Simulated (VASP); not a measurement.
# O (P-1) in VASP: a series of runs

The runs below take O through single point, with r2SCAN.

Program: VASP 6.6.1. These are calculated values, not measurements. Logs are shortened: lines on timing, memory, paths and dates and some standing lists are left out, and cuts for length are marked.

**1. The cell of the first run**

The typed cell holds 2 atoms: a = 3.052 Å, b = 3.158 Å, c = 3.045 Å, α = 58.60°, β = 61.74°, γ = 60.54°.

**2. Single point, r2SCAN**

POSCAR

```
O
1.0
   -0.0204557929      2.1184174892      2.1974752853
    2.2627361532     -0.0252677462      2.2022772553
    2.2216149180      2.0820982239      0.0158534891
O
2
Direct
    0.2497000000      0.2514900000      0.2447100000
    0.0048800000      0.9865200000      0.0070100000
```

INCAR.step1

```
ALGO = Normal
EDIFF = 1E-4
ENCUT = 520
GGA = PE
ISMEAR = -1
LASPH = True
LCHARG = False
LREAL = False
LWAVE = True
NBANDS = 13
NELM = 80
PREC = Accurate
SIGMA = 0.1
```

INCAR.step2

```
ALGO = Normal
EDIFF = 1E-6
ENCUT = 520
ISIF = 2
ISMEAR = -1
ISTART = 1
LASPH = True
LCHARG = False
LMIXTAU = True
LREAL = False
LWAVE = False
METAGGA = R2SCAN
NBANDS = 13
NELM = 80
PREC = Accurate
SIGMA = 0.1
```

KPOINTS

```
k-points
0
Gamma
  5 5 5
```

Potentials or basis: VASP PAW PBE potentials, release 64 (O).

The run is started by

```bash
cat potpaw_PBE.64/O/POTCAR > POTCAR
cp INCAR.step1 INCAR
mpirun -np 1 vasp_std > vasp.out
cp INCAR.step2 INCAR
mpirun -np 1 vasp_std > vasp.out
```

OUTCAR:

```text
EDIFF = 1E-6
   ENCUT = 520
   ISIF = 2
   ISMEAR = -1
   ISTART = 1
   LASPH = True
   LREAL = False
   METAGGA = R2SCAN
   NELM = 80
   PREC = Accurate

 ion  position               nearest neighbor table
   1  0.250  0.251  0.245-   2 1.88   2 1.88   2 1.90   2 1.92
   2  0.005  0.987  0.007-   1 1.88   1 1.88   1 1.90   1 1.92

  LATTYP: Found a triclinic cell.
 ALAT       =     3.0369608449
 B/A-ratio  =     1.4435357955
 C/A-ratio  =     1.0312390170
 COS(alpha) =     0.0032442887
 COS(beta)  =     0.4859418905
 COS(gamma) =     0.7182423563

  Lattice vectors:

 A1 = (  -0.0411212352,   2.1073659701,  -2.1864237662)
 A2 = (  -0.0206654423,  -0.0110515191,  -4.3838990515)
 A3 = (  -2.2831919461,   2.1436852354,  -0.0048019700)

Analysis of symmetry for initial positions (statically):
=====================================================================
 Subroutine PRICEL returns:
 Original cell was already a primitive cell.

 Routine SETGRP: Setting up the symmetry group for a
 triclinic supercell.

 Subroutine GETGRP returns: Found  2 space group operations
 (whereof  1 operations were pure point group operations)
 out of a pool of  2 trial point group operations.

The static configuration has the point symmetry C_1 .
 The point group associated with its full space group is S_2 .

Analysis of symmetry for dynamics (positions and initial velocities):
=====================================================================
 Subroutine PRICEL returns:
 Original cell was already a primitive cell.

 Routine SETGRP: Setting up the symmetry group for a
 triclinic supercell.

 Subroutine GETGRP returns: Found  2 space group operations
 (whereof  1 operations were pure point group operations)
 out of a pool of  2 trial point group operations.

The dynamic configuration has the point symmetry C_1 .
 The point group associated with its full space group is S_2 .

 Subroutine INISYM returns: Found  2 space group operations
 (whereof  1 operations are pure point group operations),
 and found     1 'primitive' translations

----------------------------------------------------------------------------------------

                                     Primitive cell

  volume of cell :      20.8586

  direct lattice vectors                    reciprocal lattice vectors
    -0.020455793  2.118417489  2.197475285    -0.219849815  0.232841179  0.228556824
     2.262736153 -0.025267746  2.202277255     0.217741184 -0.234065059  0.227671086
     2.221614918  2.082098224  0.015853489     0.226327229  0.240541427 -0.229780725

  length of vectors
     3.052377553  3.157631781  3.044824657     0.393430016  0.392468851  0.402347330

  position of ions in fractional coordinates (direct lattice)
     0.249700000  0.251490000  0.244710000
     0.004880000  0.986520000  0.007010000

  ion indices of the primitive-cell ions
   primitive index   ion index
                 1           1
                 2           2

----------------------------------------------------------------------------------------

 KPOINTS: k-points

Automatic generation of k-mesh.
 Grid dimensions read from file:
 generate k-points for:    5    5    5

 Generating k-lattice:

  Cartesian coordinates                     Fractional coordinates (reciprocal lattice)
    -0.043969963  0.046568236  0.045711365     0.200000000 -0.000000000 -0.000000000
     0.043548237 -0.046813012  0.045534217     0.000000000  0.200000000  0.000000000
     0.045265446  0.048108285 -0.045956145     0.000000000  0.000000000  0.200000000

  Length of vectors
     0.078686003  0.078493770  0.080469466

  Shift w.r.t. Gamma in fractional coordinates (k-lattice)
     0.000000000  0.000000000  0.000000000

 Subroutine IBZKPT returns following result:
 ===========================================

 Found     63 irreducible k-points:

 Following reciprocal coordinates:
            Coordinates               Weight
  0.000000  0.000000  0.000000      1.000000
  0.200000 -0.000000 -0.000000      2.000000
  0.400000 -0.000000 -0.000000      2.000000
 -0.000000  0.200000 -0.000000      2.000000
  0.200000  0.200000 -0.000000      2.000000
  0.400000  0.200000 -0.000000      2.000000
[... 16 lines left out ...]
 -0.200000  0.200000  0.200000      2.000000
  0.000000  0.400000  0.200000      2.000000
 [... further k-points ...]
   k-points           NKPTS =     63   k-points in BZ     NKDIM =     63   number of bands    NBANDS=     13
   number of dos      NEDOS =    301   number of ions     NIONS =      2
   total plane-waves  NPLWV =  13824
   dimension x,y,z NGX =    24 NGY =   24 NGZ =   24
   dimension x,y,z NGXF=    48 NGYF=   48 NGZF=   48
   ions per type =               2
   NGX,Y,Z   is equivalent  to a cutoff of  13.07, 12.64, 13.10 a.u.
   NGXF,Y,Z  is equivalent  to a cutoff of  26.14, 25.27, 26.21 a.u.
 SYSTEM =  unknown system
   PREC   = accura    normal or accurate (medium, high low for compatibility)
   ISTART =      1    job   : 0-new  1-cont  2-samecut
   ICHARG =      0    charge: 1-file 2-atom 10-const
   ISPIN  =      1    spin polarized calculation?
   LNONCOLLINEAR =      F non collinear calculations
   LSORBIT =      F    spin-orbit coupling
   LASPH  =      T    aspherical Exc in radial PAW
   ENCUT  =  520.0 eV  38.22 Ry    6.18 a.u.   5.68  5.87  5.66*2*pi/ulx,y,z
   NELM   =     80;   NELMIN=  2; NELMDL=  0     # of ELM steps
   EDIFF  = 0.1E-05   stopping-criterion for ELM
   LREAL  =      F    real-space projection
   EDIFFG = 0.1E-04   stopping-criterion for IOM
   NSW    =      0    number of steps for IOM
   IBRION =     -1    ionic relax: 0-MD 1-quasi-New 2-CG
   NFREE  =      0    steps in history (QN), initial steepest desc. (CG)
   ISIF   =      2    stress and relaxation
   ISYM   =      2    0-nonsym 1-usesym 2-fastsym
   POTIM  = 0.5000    time-step for ionic-motion
   TEBEG  =    0.0;   TEEND  =   0.0 temperature during run
   PSTRESS=    0.0 pullay stress
   NELECT =      12.0000    total number of electrons
   NUPDOWN=      -1.0000    fix difference up-down
   EMIN   =  10.00;   EMAX   =-10.00  energy-range for DOS
   EFERMI =   0.00;   METHOD = LEGACY
   ISMEAR =    -1;   SIGMA  =   0.10  broadening in eV -4-tet -1-fermi 0-gaus
   EFERMI_NEDOS =   21; number of points for ismear=-14 and -15
   IALGO  =     38    algorithm
   IMIX   =      4    mixing-type and parameters
     AMIX     =   0.40;   BMIX     =  1.00
     AMIX_MAG =   1.60;   BMIX_MAG =  1.00
  volume/ion in A,a.u.               =      10.43        70.38
  Fermi-wavevector in a.u.,A,eV,Ry     =   1.361571  2.572996 25.223502  1.853875
  Thomas-Fermi vector in A             =   2.488135
   LORBIT       =      0    0 simple, 1 ext, 2 COOP (PROOUT), +10 PAW based schemes
   METAGGA = R2SCAN    functional components
   LHFCALC =     F    Hartree Fock is set to
   AEXX    =    0.0000 exact exchange contribution
   IVDW    =     0    specifies the selected vdW correction
   LEPSILON=     F    determine dielectric tensor
   LRPA    =     F    only Hartree local field effects (RPA)
 non-spin polarized calculation
  energy-cutoff  :      520.00
  volume of cell :       20.86
 maximum number of plane-waves:       573
   NGX = 11   NGY = 11   NGZ = 11

 number of electron      11.9999999 magnetization

 Free energy of the ion-electron system (eV)
  ---------------------------------------------------
  ext. energy  EPLUGINS =         0.00000000
  ---------------------------------------------------
  free energy    TOTEN  =        -7.52244308 eV

  energy without entropy =       -7.47083765  energy(sigma->0) =       -7.49664036

 E-fermi :   0.3161     XC(G=0): -10.8314

 val. band max:        0.2795758837   @ k =   0.2000   0.4000   0.2000
 cond. band min:       0.3468869531   @ k =   0.0000  -0.2000   0.4000
 fundamental gap:      0.0673110694
 Fermi energy:         0.3160888300

 k-point     1 :       0.0000    0.0000    0.0000
  band No.  band energies     occupation
      1     -22.5549      2.00000
      2     -14.2807      2.00000
      3      -4.1151      2.00000
      4      -3.5714      2.00000
      5      -3.4474      2.00000
      6      -0.6168      1.99982
      7      -0.4310      1.99886
      8      -0.0238      1.93535
      9      10.5597      0.00000
     10      24.1560      0.00000
     11      24.5812      0.00000
     12      24.8489      0.00000
     13      25.8010      0.00000

 k-point     2 :       0.2000   -0.0000   -0.0000
  band No.  band energies     occupation
      1     -22.1107      2.00000
      2     -15.0743      2.00000
      3      -4.4643      2.00000
      4      -4.0717      2.00000
      5      -3.8714      2.00000
      6      -0.1043      1.97057
      7       0.0544      1.86386
      8       0.4295      0.48689
      9      11.7423      0.00000
     10      21.0727      0.00000
     11      21.9252      0.00000
     12      23.2972      0.00000
     13      28.3141      0.00000

 k-point     3 :       0.4000   -0.0000   -0.0000
  band No.  band energies     occupation
      1     -21.1295      2.00000
      2     -16.5738      2.00000
      3      -4.9349      2.00000
      4      -4.8932      2.00000
      5      -4.3375      2.00000
      6       0.4910      0.29637
      7       0.9136      0.00507
      8       1.2233      0.00023
      9      13.7405      0.00000
     10      17.7374      0.00000
     11      20.8476      0.00000
     12      22.4138      0.00000
     13      29.1394      0.00000

 k-point     4 :      -0.0000    0.2000   -0.0000
  band No.  band energies     occupation
      1     -22.0818      2.00000
      2     -15.1822      2.00000
      3      -4.3067      2.00000
      4      -4.0422      2.00000
      5      -3.8721      2.00000
      6      -0.1121      1.97273
      7       0.0083      1.91192
      8       0.4555      0.39749
      9      11.6846      0.00000
     10      21.1134      0.00000
     11      22.0250      0.00000
     12      23.0212      0.00000
     13      27.9753      0.00000

 k-point     5 :       0.2000    0.2000   -0.0000
  band No.  band energies     occupation
      1     -21.9185      2.00000
      2     -15.3914      2.00000
      3      -4.8297      2.00000
      4      -4.4772      2.00000
      5      -3.0520      2.00000
      6      -0.9994      2.00000
      7       0.4509      0.41222
      8       0.9596      0.00320
      9      12.0813      0.00000
     10      18.2156      0.00000
     11      24.6896      0.00000
     12      25.7636      0.00000
     13      26.1888      0.00000
[... 257 lines left out ...]
 k-point    22 :      -0.4000    0.2000    0.2000
  band No.  band energies     occupation
      1     -20.5000      2.00000
      2     -17.3660      2.00000
      3      -6.3986      2.00000
      4      -4.8411      2.00000
      5      -3.1016      2.00000
      6       0.1816      1.58662
      7       1.0758      0.00100
      8       1.7735      0.00000
      9      14.0418      0.00000
     10      16.2130      0.00000
     11      21.7471      0.00000
     12      22.7822      0.00000
     13      30.1687      0.00000

 k-point    23 :      -0.2000    0.2000    0.2000
  band No.  band energies     occupation
      1     -21.0497      2.00000
      2     -16.7087      2.00000
      3      -5.6813      2.00000
      4      -4.9702      2.00000
      5      -2.9470      2.00000
      6      -0.4260      1.99880
      7       1.1287      0.00059
      8       1.4837      0.00002
      9      13.3480      0.00000
     10      16.2430      0.00000
     11      23.0128      0.00000
     12      24.1963      0.00000
     13      28.4924      0.00000

 k-point    24 :       0.0000    0.4000    0.2000
  band No.  band energies     occupation
      1     -20.9746      2.00000
      2     -16.8815      2.00000
      3      -5.5899      2.00000
      4      -4.9473      2.00000
      5      -2.8466      2.00000
      6      -0.4318      1.99887
      7       1.2006      0.00029
      8       1.4452      0.00002
      9      13.2000      0.00000
     10      16.2497      0.00000
     11      23.1363      0.00000
     12      23.7536      0.00000
     13      28.7519      0.00000

 [... further k-points ...]

------------------------ aborting loop because EDIFF is reached ----------------------------------------

  FORCE on cell =-STRESS in cart. coord.  units (eV):
  Direction    XX          YY          ZZ          XY          YZ          ZX
  --------------------------------------------------------------------------------------
  -------------------------------------------------------------------------------------
  Total        0.1544632     -0.6782533     -0.3285031      0.0656554      0.2479381     -0.9991787
  in kB       11.8645306    -52.0975675    -25.2327742      5.0430824     19.0444686    -76.7482897
  external PRESSURE =     -21.8219370 kB  Pullay stress =       0.0000000 kB

 VOLUME and BASIS-vectors are now :
 -----------------------------------------------------------------------------
  energy-cutoff  :      520.00
  volume of cell :       20.86
      direct lattice vectors                 reciprocal lattice vectors
    -0.020455793  2.118417489  2.197475285    -0.219849815  0.232841179  0.228556824
     2.262736153 -0.025267746  2.202277255     0.217741184 -0.234065059  0.227671086
     2.221614918  2.082098224  0.015853489     0.226327229  0.240541427 -0.229780725

 POSITION                                       TOTAL-FORCE (eV/Angst)
 -----------------------------------------------------------------------------------
      1.10760      1.03212      1.10644         0.366150     -0.994736     -0.082933
      2.24771      0.00001      2.18343        -0.366150      0.994736      0.082933
 -----------------------------------------------------------------------------------
    total drift:                                0.000008      0.000008     -0.000012

  FREE ENERGIE OF THE ION-ELECTRON SYSTEM (eV)
  ---------------------------------------------------
  free  energy   TOTEN  =        -7.5224430787 eV

  energy  without entropy=       -7.4708376471  energy(sigma->0) =       -7.49664036
```

It took 17 s on 1 thread of Intel Xeon 6975P-C (Granite Rapids), shared host; peak memory 0.14 GiB.

Results:

* Free energy: -7.5224 eV
* Pressure: -2.2 GPa
* Largest force: 1.063 eV/Å
* Band gap on the k mesh: zero (band 6 reaches 0.60 eV, above the bottom of band 7 at -0.43 eV)

Forces on the atoms (eV/Å):
```
O    0.366 -0.995 -0.083
O   -0.366  0.995  0.083
```

Caveat: the k points lie up to 0.51 Å⁻¹ apart; the PAW data sets were made with another functional, which shifts forces and pressure a little.

**3. Single point, r2SCAN**

This run uses another cell than the first one, of 10.48 Å³/atom, 1.005 times its volume.

POSCAR

```
O
1.0
   -0.0204900000      2.1219600000      2.2011500000
    2.2665200000     -0.0253100000      2.2059600000
    2.2253300000      2.0855800000      0.0158800000
O
2
Direct
    0.2497000000      0.2514900000      0.2447100000
    0.0048800000      0.9865200000      0.0070100000
```

Edit INCAR.step1 of step 2 so:

```diff
@@ -10,3 +10,3 @@
 NBANDS = 13
-NELM = 80
+NELM = 100
 PREC = Accurate
```

Edit INCAR.step2 of step 2 so:

```diff
@@ -1,3 +1,3 @@
 ALGO = Normal
-EDIFF = 1E-6
+EDIFF = 1E-7
 ENCUT = 520
@@ -13,3 +13,3 @@
 NBANDS = 13
-NELM = 80
+NELM = 100
 PREC = Accurate
```

KPOINTS is that of step 2.

Potentials or basis: VASP PAW PBE potentials, release 64 (O).

The run is started by

```bash
cat potpaw_PBE.64/O/POTCAR > POTCAR
cp INCAR.step1 INCAR
mpirun -np 1 vasp_std > vasp.out
cp INCAR.step2 INCAR
mpirun -np 1 vasp_std > vasp.out
```

Wall time 20 s (1 thread of Intel Xeon 6975P-C (Granite Rapids), shared host); peak memory 0.14 GiB.

Results (log left out):

| Property | Result |
| --- | --- |
| Free energy | -7.5210 eV |
| Pressure | -2.8 GPa |
| Largest force | 1.052 eV/Å |
| Band gap on the k mesh | zero (band 6 reaches 0.54 eV, above the bottom of band 7 at -0.48 eV) |

Forces in eV/Å, atoms in the order of the input:
```
O    0.363 -0.984 -0.085
O   -0.363  0.984  0.085
```

Stress tensor (GPa, compression positive):
```
 0.44  0.51 -7.60
 0.51 -5.79  1.89
-7.60  1.89 -3.18
```

Levels at points of the mesh, in eV from the Fermi level:
```
           k point  band 2  band 3  band 4  band 5  band 6  band 7  band 8  band 9  band 10  band 11
(0.00, 0.00, 0.00)  -14.61   -4.40   -3.86   -3.74   -0.92   -0.74   -0.33   10.23    23.81    24.24
```

Caveat: the k points lie up to 0.50 Å⁻¹ apart; the PAW data sets were made with another functional, which shifts forces and pressure a little.

(Part 1 of 2 ends here.)
